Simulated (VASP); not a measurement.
Runs of VASP 6.6.1 on Mn. The structure is that of space group P6_3/mmc (No. 194), or close to it. The cells are those of the table. 

```tsv
cell	k mesh	gap on the mesh (eV)	pressure (GPa)
a = 2.434, b = 2.434, c = 7.838 Å, angles 90.0, 90.0, 120.0°, 4 atoms	19 × 19 × 6	none	0.4
a = 2.497, b = 2.497, c = 8.041 Å, angles 90.0, 90.0, 120.0°, 4 atoms	17 × 17 × 5	none	(b)
a = 2.434, b = 2.434, c = 7.838 Å, angles 90.0, 90.0, 120.0°, 4 atoms	17 × 17 × 5	none	0.4
a = 2.466, b = 2.466, c = 7.941 Å, angles 90.0, 90.0, 120.0°, 4 atoms	17 × 17 × 5	none	(a)
a = 2.528, b = 2.528, c = 8.140 Å, angles 90.0, 90.0, 120.0°, 4 atoms	17 × 17 × 5	none	-28.9
a = 2.332, b = 2.332, c = 7.511 Å, angles 90.0, 90.0, 120.0°, 4 atoms	17 × 17 × 5	none	56.8
a = 2.434, b = 2.434, c = 7.838 Å, angles 90.0, 90.0, 120.0°, 4 atoms	14 × 14 × 4	none	0.4
a = 2.367, b = 2.367, c = 7.623 Å, angles 90.0, 90.0, 120.0°, 4 atoms	17 × 17 × 5	none	33.6
```

Alike in all rows: task single point; level LDA; potentials or basis VASP PAW LDA potentials, release 64 (Mn_pv); no spin polarisation; cutoff (eV) 520; smearing fermi-dirac 0.1 eV.

Task: Fill in the values left out.

Result: (a) -11.6; (b) -21.2.

Caveats: the run has no spin polarisation, though such a crystal can be magnetic.

A gap of «none» marks levels without a gap at the run's occupations.
